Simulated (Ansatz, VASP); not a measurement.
Two plane-wave programs on CaO

POSCAR

```
CaO
1.0
    0.0000000000      2.5944801024      2.6067317416
    2.5944801024      0.0000000000      2.6067317416
    2.5944801024      2.5944801024      0.0000000000
Ca O
1 1
Direct
    0.0000000000      0.0000000000      0.0000000000
    0.2500000000      0.2500000000      0.2500000000
```

The input INCAR.step1:

```
ALGO = Normal
EDIFF = 1E-5
ENCUT = 910
GGA = PE
GGA_COMPAT = F
ISMEAR = 0
LASPH = T
LCHARG = F
LREAL = F
LWAVE = T
NBANDS = 15
NELM = 120
PREC = Accurate
SIGMA = 0.01
```

Contents of INCAR.step2:

```
ALGO = Normal
EDIFF = 1E-6
ENCUT = 910
GGA_COMPAT = F
ISIF = 2
ISMEAR = 0
ISTART = 1
LASPH = T
LCHARG = F
LMIXTAU = T
LREAL = F
LWAVE = F
METAGGA = R2SCAN
NBANDS = 15
NELM = 120
PREC = Accurate
SIGMA = 0.01
```

KPOINTS

```
k-points
0
Gamma
  8 8 8
```

Input for Ansatz:

```yaml
crystal:
  lattice:
    - [0.0, 2.5944801024, 2.6067317416]
    - [2.5944801024, 0.0, 2.6067317416]
    - [2.5944801024, 2.5944801024, 0.0]
  atoms:
    - { symbol: Ca, position: [0.0, 0.0, 0.0] }
    - { symbol: O, position: [0.25, 0.25, 0.25] }
kpoints:
  mp_grid: { grid: [8, 8, 8] }
  band_path:
    path:
      - [0.0, 0.0, 0.0]
      - [-0.5, -0.5, 0.0]
      - [-0.375, -0.375, 0.25]
      - [-0.375, 0.0, 0.375]
      - [0.0, 0.0, 0.5]
      - [-0.5, -0.25, 0.25]
    npoints: 1
hamiltonian:
  xc: r2scan
scf:
  occupations: { method: fixed }
  n_extra_bands: 4
output:
  forces: true
  stress: true
  eigenvalues: true
```

Change from the starting cell: biaxial_xy strain -0.5%.

Alike in both runs: task single point; functional r2SCAN; k mesh 8 × 8 × 8; no spin polarisation.

```csv
,VASP,Ansatz
version,VASP 6.6.1,Ansatz 0.2.0
potentials or method,"VASP PAW PBE potentials, release 64 (Ca_sv, O_h)","plane waves, PAW"
plane-wave cutoff (eV),910,500
occupations,"gaussian, width 0.01 eV",fixed
valence electrons in the cell,16,16
```

```tsv
	VASP	Ansatz	Ansatz less VASP
gap on the k mesh at the Fermi level (eV)	3.76	3.79	+0.025
```

VASP's potentials were made for PBE, not for r2SCAN.

Noted on VASP's run: the cutoff is under 1.25 times that of the potentials, so the pressure is a little rough.
